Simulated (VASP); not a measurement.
A run of VASP 6.6.1 is set up as follows.

The input INCAR:

```
  PREC = Accurate
  ENCUT = 520
  EDIFF = 1E-7
  ISMEAR = -1
  SIGMA = 0.05
  LREAL = F
  LASPH = T
  NELM = 100
  ALGO = Fast
  ISIF = 2
  LWAVE = F
  LCHARG = F
  GGA = PE
  NBANDS = 20
```

Contents of KPOINTS:

```
regular mesh
0
Gamma
  10 10 8
```

Contents of POSCAR:

```
Ga
1.0
    1.4011994555     -4.0794863395      0.0000000000
    1.4011994555      4.0794863395      0.0000000000
   -0.1189930338      0.0000000000      3.3737493278
Ga
2
Direct
    0.1310000000      0.8690000000      0.7500000000
    0.8690000000      0.1310000000      0.2500000000
```

Potentials or basis: VASP PAW PBE potentials, release 64 (Ga_d).

The run is started by

```bash
$ cat potpaw_PBE.64/Ga_d/POTCAR > POTCAR
$ mpirun -np 1 vasp_std > vasp.out
```

**Question.** Predict the band gap on the k mesh.

**Answer.** Zero (band 13 reaches 9.20 eV, above the bottom of band 14 at 1.10 eV).

**Question.** Predict the pressure.

**Answer.** -0.5 GPa.

**Question.** Estimate the largest force.

**Answer.** 0.186 eV/Å.

Forces on the atoms (eV/Å):
```
Ga   0.000 -0.186  0.000
Ga   0.000  0.186  0.000
```
